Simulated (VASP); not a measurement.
# LaTlO2 (I4_1/amd) in VASP: further runs, part 2 of 3

VASP 6.6.1. Earlier steps stand in the parts before.

### Step 3. Single point, PBE (18.81 Å³/atom)

This run uses another cell than the first one, of 18.81 Å³/atom.

The input, INCAR:

```
PREC     = Accurate       # precision mode
ENCUT    = 520            # plane-wave cutoff, eV
EDIFF    = 1E-6           # SCF threshold, eV
ISMEAR   = 0              # smearing method
SIGMA    = 0.01           # smearing width, eV
LREAL    = F              # projectors in reciprocal space
LASPH    = T              # aspherical terms in the spheres
NELM     = 100            # most SCF steps
ALGO     = Normal         # electronic algorithm
ISIF     = 2              # what is computed and relaxed
LWAVE    = F              # write WAVECAR
LCHARG   = F              # write CHGCAR
GGA      = PE             # functional
NBANDS   = 46             # bands
```

The input, KPOINTS:

```
regular mesh
0
Gamma
  6 6 6
```

The input, POSCAR:

```
LaTlO2
1.0
   -2.5401062817      2.5401062817      5.8319945275
    2.5401062817     -2.5401062817      5.8319945275
    2.5401062817      2.5401062817     -5.8319945275
Tl O La
2 4 2
Direct
    0.7500000000      0.2500000000      0.5000000000
    0.0000000000      0.0000000000      0.0000000000
    0.4520396072     -0.0479603928      0.5000000000
    0.7020396072      0.7020396072      0.0000000000
    0.0479603928      0.5479603928      0.5000000000
    0.2979603928      0.2979603928      0.0000000000
    0.2500000000      0.7500000000      0.5000000000
    0.5000000000      0.5000000000      0.0000000000
```

Potentials or basis: VASP PAW PBE potentials, release 64 (Tl_d, O, La).

Run with:

```
> cat potpaw_PBE.64/Tl_d/POTCAR potpaw_PBE.64/O/POTCAR potpaw_PBE.64/La/POTCAR > POTCAR
> mpirun -np 1 vasp_std > vasp.out
```

OUTCAR:

```text
PREC = Accurate
   ENCUT = 520
   EDIFF = 1E-6
   ISMEAR = 0
   LREAL = F
   LASPH = T
   NELM = 100
   ISIF = 2
   GGA = PE

 ion  position               nearest neighbor table
   1  0.750  0.250  0.500-   6 2.60   4 2.60   6 2.60   4 2.60   7 3.59   7 3.59   7 3.59   7 3.59
                             8 3.87   8 3.87   2 3.87   2 3.87   8 3.87   8 3.87   2 3.87   2 3.87
   2  0.000  0.000  0.000-   5 2.60   3 2.60   5 2.60   3 2.60   8 3.59   8 3.59   8 3.59   8 3.59
                             1 3.87   7 3.87   1 3.87   1 3.87   7 3.87   7 3.87   7 3.87   1 3.87
   3  0.452  0.952  0.500-   7 2.36   8 2.60   2 2.60   2 2.60   8 2.60
   4  0.702  0.702  0.000-   8 2.36   1 2.60   7 2.60   1 2.60   7 2.60
   5  0.048  0.548  0.500-   7 2.36   2 2.60   8 2.60   2 2.60   8 2.60
   6  0.298  0.298  0.000-   8 2.36   7 2.60   1 2.60   7 2.60   1 2.60
   7  0.250  0.750  0.500-   3 2.36   5 2.36   4 2.60   6 2.60   6 2.60   4 2.60   1 3.59   1 3.59
                             1 3.59   1 3.59   2 3.87   2 3.87   2 3.87   2 3.87
   8  0.500  0.500  0.000-   4 2.36   6 2.36   5 2.60   3 2.60   5 2.60   3 2.60   2 3.59   2 3.59
                             2 3.59   2 3.59   1 3.87   1 3.87   1 3.87   1 3.87

  LATTYP: Found a body centered tetragonal cell.
 ALAT       =     5.0802125634
 C/A-ratio  =     2.2959647671

  Lattice vectors:

 A1 = (  -2.5401062817,   2.5401062817,   5.8319945275)
 A2 = (   2.5401062817,  -2.5401062817,   5.8319945275)
 A3 = (   2.5401062817,   2.5401062817,  -5.8319945275)

Analysis of symmetry for initial positions (statically):
=====================================================================
 Subroutine PRICEL returns:
 Original cell was already a primitive cell.

 Routine SETGRP: Setting up the symmetry group for a
 body centered tetragonal supercell.

 Subroutine GETGRP returns: Found 16 space group operations
 (whereof  8 operations were pure point group operations)
 out of a pool of 16 trial point group operations.

The static configuration has the point symmetry D_2d.
 The point group associated with its full space group is D_4h.

Analysis of symmetry for dynamics (positions and initial velocities):
=====================================================================
 Subroutine PRICEL returns:
 Original cell was already a primitive cell.

 Routine SETGRP: Setting up the symmetry group for a
 body centered tetragonal supercell.

 Subroutine GETGRP returns: Found 16 space group operations
 (whereof  8 operations were pure point group operations)
 out of a pool of 16 trial point group operations.

The dynamic configuration has the point symmetry D_2d.
 The point group associated with its full space group is D_4h.

 Subroutine INISYM returns: Found 16 space group operations
 (whereof  8 operations are pure point group operations),
 and found     1 'primitive' translations

----------------------------------------------------------------------------------------

                                     Primitive cell

  volume of cell :     150.5154

  direct lattice vectors                    reciprocal lattice vectors
    -2.540106282  2.540106282  5.831994528     0.000000000  0.196842157  0.085733962
     2.540106282 -2.540106282  5.831994528     0.196842157  0.000000000  0.085733962
     2.540106282  2.540106282 -5.831994528     0.196842157  0.196842157  0.000000000

  length of vectors
[... 77 lines left out ...]
   number of dos      NEDOS =    301   number of ions     NIONS =      8
   total plane-waves  NPLWV = 157464
   dimension x,y,z NGX =    54 NGY =   54 NGZ =   54
   dimension x,y,z NGXF=   108 NGYF=  108 NGZF=  108
   ions per type =               2   4   2
   NGX,Y,Z   is equivalent  to a cutoff of  13.11, 13.11, 13.11 a.u.
   NGXF,Y,Z  is equivalent  to a cutoff of  26.21, 26.21, 26.21 a.u.
 SYSTEM =  unknown system
   PREC   = accura    normal or accurate (medium, high low for compatibility)
   ISTART =      0    job   : 0-new  1-cont  2-samecut
   ICHARG =      2    charge: 1-file 2-atom 10-const
   ISPIN  =      1    spin polarized calculation?
   LNONCOLLINEAR =      F non collinear calculations
   LSORBIT =      F    spin-orbit coupling
   LASPH  =      T    aspherical Exc in radial PAW
   ENCUT  =  520.0 eV  38.22 Ry    6.18 a.u.  12.74 12.74 12.74*2*pi/ulx,y,z
   NELM   =    100;   NELMIN=  2; NELMDL= -5     # of ELM steps
   EDIFF  = 0.1E-05   stopping-criterion for ELM
   LREAL  =      F    real-space projection
   EDIFFG = 0.1E-04   stopping-criterion for IOM
   NSW    =      0    number of steps for IOM
   IBRION =     -1    ionic relax: 0-MD 1-quasi-New 2-CG
   NFREE  =      0    steps in history (QN), initial steepest desc. (CG)
   ISIF   =      2    stress and relaxation
   ISYM   =      2    0-nonsym 1-usesym 2-fastsym
   POTIM  = 0.5000    time-step for ionic-motion
   TEBEG  =    0.0;   TEEND  =   0.0 temperature during run
   PSTRESS=    0.0 pullay stress
   NELECT =      72.0000    total number of electrons
   NUPDOWN=      -1.0000    fix difference up-down
   EMIN   =  10.00;   EMAX   =-10.00  energy-range for DOS
   EFERMI =   0.00;   METHOD = LEGACY
   ISMEAR =     0;   SIGMA  =   0.01  broadening in eV -4-tet -1-fermi 0-gaus
   EFERMI_NEDOS =   21; number of points for ismear=-14 and -15
   IALGO  =     38    algorithm
   IMIX   =      4    mixing-type and parameters
     AMIX     =   0.40;   BMIX     =  1.00
     AMIX_MAG =   1.60;   BMIX_MAG =  1.00
  volume/ion in A,a.u.               =      18.81       126.97
  Fermi-wavevector in a.u.,A,eV,Ry     =   1.280340  2.419492 22.303635  1.639271
  Thomas-Fermi vector in A             =   2.412774
   LORBIT       =      0    0 simple, 1 ext, 2 COOP (PROOUT), +10 PAW based schemes
   GGA     = PE    functional components
   LHFCALC =     F    Hartree Fock is set to
   AEXX    =    0.0000 exact exchange contribution
   IVDW    =     0    specifies the selected vdW correction
   LEPSILON=     F    determine dielectric tensor
   LRPA    =     F    only Hartree local field effects (RPA)
 non-spin polarized calculation
 Gauss-broadening in eV      SIGMA  =   0.01
  energy-cutoff  :      520.00
  volume of cell :      150.52
 maximum number of plane-waves:      4109
 NGX is ok and might be reduce to    54
   NGX = 25   NGY = 25   NGZ = 25

 number of electron      71.9999994 magnetization

 Free energy of the ion-electron system (eV)
  ---------------------------------------------------
  ext. energy  EPLUGINS =         0.00000000
  ---------------------------------------------------
  free energy    TOTEN  =       -51.44673947 eV

  energy without entropy =      -51.44673947  energy(sigma->0) =      -51.44673947

 E-fermi :   7.0249     XC(G=0): -10.2378

 val. band max:        6.9047418960   @ k =   0.3333   0.3333   0.1667
 cond. band min:       7.8522767617   @ k =   0.0000   0.0000   0.0000
 fundamental gap:      0.9475348656
 Fermi energy:         7.0248655492

 k-point     1 :       0.0000    0.0000    0.0000
  band No.  band energies     occupation
      1     -25.0251      2.00000
      2     -24.8815      2.00000
      3     -11.8463      2.00000
      4     -11.0474      2.00000
      5     -10.6372      2.00000
      6     -10.5692      2.00000
[... 1165 lines left out ...]
     45      10.0335      0.00000
     46      10.1090      0.00000

 [... further k-points ...]

------------------------ aborting loop because EDIFF is reached ----------------------------------------

  FORCE on cell =-STRESS in cart. coord.  units (eV):
  Direction    XX          YY          ZZ          XY          YZ          ZX
  --------------------------------------------------------------------------------------
  -------------------------------------------------------------------------------------
  Total        2.2805150      2.2805150      2.7818023      0.0000000     -0.0000000      0.0000000
  in kB       24.2751901     24.2751901     29.6111970      0.0000000     -0.0000000      0.0000000
  external PRESSURE =      26.0538591 kB  Pullay stress =       0.0000000 kB

 VOLUME and BASIS-vectors are now :
 -----------------------------------------------------------------------------
  energy-cutoff  :      520.00
  volume of cell :      150.52
      direct lattice vectors                 reciprocal lattice vectors
    -2.540106282  2.540106282  5.831994528     0.000000000  0.196842157  0.085733962
     2.540106282 -2.540106282  5.831994528     0.196842157  0.000000000  0.085733962
     2.540106282  2.540106282 -5.831994528     0.196842157  0.196842157  0.000000000

 POSITION                                       TOTAL-FORCE (eV/Angst)
 -----------------------------------------------------------------------------------
      0.00000      2.54011      2.91600        -0.000000     -0.000000     -0.000000
      0.00000      0.00000      0.00000        -0.000000     -0.000000     -0.000000
      2.54011     -0.00000      5.27259         0.000000      0.000000      0.114336
      0.00000      0.00000      8.18858        -0.000000     -0.000000      0.114336
      2.54011      0.00000      0.55941         0.000000      0.000000     -0.114336
      0.00000      0.00000      3.47541         0.000000      0.000000     -0.114336
      2.54011      0.00000      2.91600        -0.000000     -0.000000     -0.000000
      0.00000      0.00000      5.83199        -0.000000     -0.000000     -0.000000
 -----------------------------------------------------------------------------------
    total drift:                               -0.000000     -0.000000      0.000000

  FREE ENERGIE OF THE ION-ELECTRON SYSTEM (eV)
  ---------------------------------------------------
  free  energy   TOTEN  =       -51.4467394705 eV

  energy  without entropy=      -51.4467394705  energy(sigma->0) =      -51.44673947
```

Run time: 16 min. Hardware: 1 thread of Oxide Virtual Turin-like, shared host; peak memory 0.49 GiB.

Results:

| Quantity | Value |
| --- | --- |
| Free energy | -51.4467 eV |
| Pressure | 2.6 GPa |
| Largest force | 0.114 eV/Å |
| Band gap on the k mesh | 0.95 eV (least direct gap 1.38 eV) |

Forces on the atoms (eV/Å):
```
Tl   0.000  0.000  0.000
Tl   0.000  0.000  0.000
O    0.000  0.000  0.114
O    0.000  0.000  0.114
O    0.000  0.000 -0.114
O    0.000  0.000 -0.114
La   0.000  0.000  0.000
La   0.000  0.000  0.000
```

Caveat: spin-orbit coupling is left out, which moves the levels of the heavy elements. A k mesh can miss the band edges.

### Step 4. Single point, PBE

This run uses another cell than the first one, of 19.40 Å³/atom.

The input, INCAR:

```
PREC = Accurate
ENCUT = 520
EDIFF = 1E-6
ISMEAR = 0
SIGMA = 0.01
LREAL = F
LASPH = T
NELM = 100
ALGO = Normal
ISIF = 2
LWAVE = F
LCHARG = F
GGA = PE
NBANDS = 46
```

The input, KPOINTS:

```
Automatic mesh
0
Gamma
  6 6 6
```

Changes to POSCAR since step 3:

```diff
@@ -2,5 +2,5 @@
 1.0
-   -2.5401062817      2.5401062817      5.8319945275
-    2.5401062817     -2.5401062817      5.8319945275
-    2.5401062817      2.5401062817     -5.8319945275
+   -2.5660275238      2.5660275238      5.8915087862
+    2.5660275238     -2.5660275238      5.8915087862
+    2.5660275238      2.5660275238     -5.8915087862
 Tl O La
```

Potentials or basis: VASP PAW PBE potentials, release 64 (Tl_d, O, La).

Run with:

```
> cat potpaw_PBE.64/Tl_d/POTCAR potpaw_PBE.64/O/POTCAR potpaw_PBE.64/La/POTCAR > POTCAR
> mpirun -np 1 vasp_std > vasp.out
```

OUTCAR:

```text
PREC = Accurate
   ENCUT = 520
   EDIFF = 1E-6
   ISMEAR = 0
   LREAL = F
   LASPH = T
   NELM = 100
   ISIF = 2
   GGA = PE

 ion  position               nearest neighbor table
   1  0.750  0.250  0.500-   6 2.63   4 2.63   6 2.63   4 2.63   7 3.63   7 3.63   7 3.63   7 3.63
                             8 3.91   8 3.91   2 3.91   2 3.91   8 3.91   8 3.91   2 3.91   2 3.91
   2  0.000  0.000  0.000-   5 2.63   3 2.63   5 2.63   3 2.63   8 3.63   8 3.63   8 3.63   8 3.63
                             1 3.91   7 3.91   1 3.91   1 3.91   7 3.91   7 3.91   7 3.91   1 3.91
   3  0.452  0.952  0.500-   7 2.38   8 2.63   2 2.63   2 2.63   8 2.63
   4  0.702  0.702  0.000-   8 2.38   1 2.63   7 2.63   1 2.63   7 2.63
   5  0.048  0.548  0.500-   7 2.38   2 2.63   8 2.63   2 2.63   8 2.63
   6  0.298  0.298  0.000-   8 2.38   7 2.63   1 2.63   7 2.63   1 2.63
   7  0.250  0.750  0.500-   3 2.38   5 2.38   4 2.63   6 2.63   6 2.63   4 2.63   1 3.63   1 3.63
                             1 3.63   1 3.63   2 3.91   2 3.91   2 3.91   2 3.91
   8  0.500  0.500  0.000-   4 2.38   6 2.38   5 2.63   3 2.63   5 2.63   3 2.63   2 3.63   2 3.63
                             2 3.63   2 3.63   1 3.91   1 3.91   1 3.91   1 3.91

  LATTYP: Found a body centered tetragonal cell.
 ALAT       =     5.1320550476
 C/A-ratio  =     2.2959647672

  Lattice vectors:

[... 206 lines left out ...]
      5     -10.8113      2.00000
      6     -10.7692      2.00000
[... 1165 lines left out ...]
     45       9.5917      0.00000
     46       9.6536      0.00000

 [... further k-points ...]

------------------------ aborting loop because EDIFF is reached ----------------------------------------

  FORCE on cell =-STRESS in cart. coord.  units (eV):
  Direction    XX          YY          ZZ          XY          YZ          ZX
  --------------------------------------------------------------------------------------
  -------------------------------------------------------------------------------------
  Total       -0.1836324     -0.1836324     -0.1671639      0.0000000      0.0000000      0.0000000
  in kB       -1.8960537     -1.8960537     -1.7260129      0.0000000      0.0000000      0.0000000
  external PRESSURE =      -1.8393734 kB  Pullay stress =       0.0000000 kB

 VOLUME and BASIS-vectors are now :
 -----------------------------------------------------------------------------
  energy-cutoff  :      520.00
  volume of cell :      155.17
      direct lattice vectors                 reciprocal lattice vectors
    -2.566027524  2.566027524  5.891508786     0.000000000  0.194853717  0.084867904
     2.566027524 -2.566027524  5.891508786     0.194853717  0.000000000  0.084867904
     2.566027524  2.566027524 -5.891508786     0.194853717  0.194853717  0.000000000

 POSITION                                       TOTAL-FORCE (eV/Angst)
 -----------------------------------------------------------------------------------
      0.00000      2.56603      2.94575         0.000000      0.000000     -0.000000
      0.00000      0.00000      0.00000         0.000000      0.000000     -0.000000
      2.56603      0.00000      5.32639         0.000000     -0.000000     -0.003553
      0.00000      0.00000      8.27215        -0.000000      0.000000     -0.003553
      2.56603      0.00000      0.56512         0.000000     -0.000000      0.003553
      0.00000      0.00000      3.51087        -0.000000      0.000000      0.003553
      2.56603      0.00000      2.94575         0.000000      0.000000     -0.000000
      0.00000      0.00000      5.89151         0.000000      0.000000     -0.000000
 -----------------------------------------------------------------------------------
    total drift:                               -0.000000     -0.000000      0.000000

  FREE ENERGIE OF THE ION-ELECTRON SYSTEM (eV)
  ---------------------------------------------------
  free  energy   TOTEN  =       -51.4846432113 eV

  energy  without entropy=      -51.4846432113  energy(sigma->0) =      -51.48464321
```

Wall time 17 min (1 thread of Oxide Virtual Turin-like, shared host); peak memory 0.5 GiB.

What came out:

```yaml
Free_energy: -51.4846 eV
Pressure: -0.2 GPa
Largest_force: 0.004 eV/Å
Band_gap_on_the_k_mesh: 1.03 eV (least direct gap 1.43 eV)
```

Forces in eV/Å, atoms in the order of the input:
```
Tl   0.000  0.000  0.000
Tl   0.000  0.000  0.000
O    0.000  0.000 -0.004
O    0.000  0.000 -0.004
O    0.000  0.000  0.004
O    0.000  0.000  0.004
La   0.000  0.000  0.000
La   0.000  0.000  0.000
```

Levels at points of the mesh, in eV from the valence-band top:
| k point | band 33 | band 34 | band 35 | band 36 | band 37 | band 38 | band 39 | band 40 |
| --- | --- | --- | --- | --- | --- | --- | --- | --- |
| (0.00, 0.00, 0.00) | -2.73 | -2.22 | -2.14 | -2.14 | 1.03 | 2.30 | 2.76 | 2.76 |
| (0.50, 0.00, 0.00) | -2.18 | -2.07 | -1.13 | -1.00 | 1.23 | 2.03 | 2.24 | 2.81 |
| (0.50, 0.50, 0.00) | -2.10 | -2.10 | -0.02 | -0.02 | 1.56 | 1.56 | 2.59 | 2.59 |
| (0.50, 0.50, 0.50) | -2.07 | -2.07 | -1.79 | -1.79 | 2.60 | 2.60 | 2.61 | 2.61 |

Caveat: spin-orbit coupling is left out, which moves the levels of the heavy elements. A k mesh can miss the band edges.

(Part 2 of 3 ends here.)
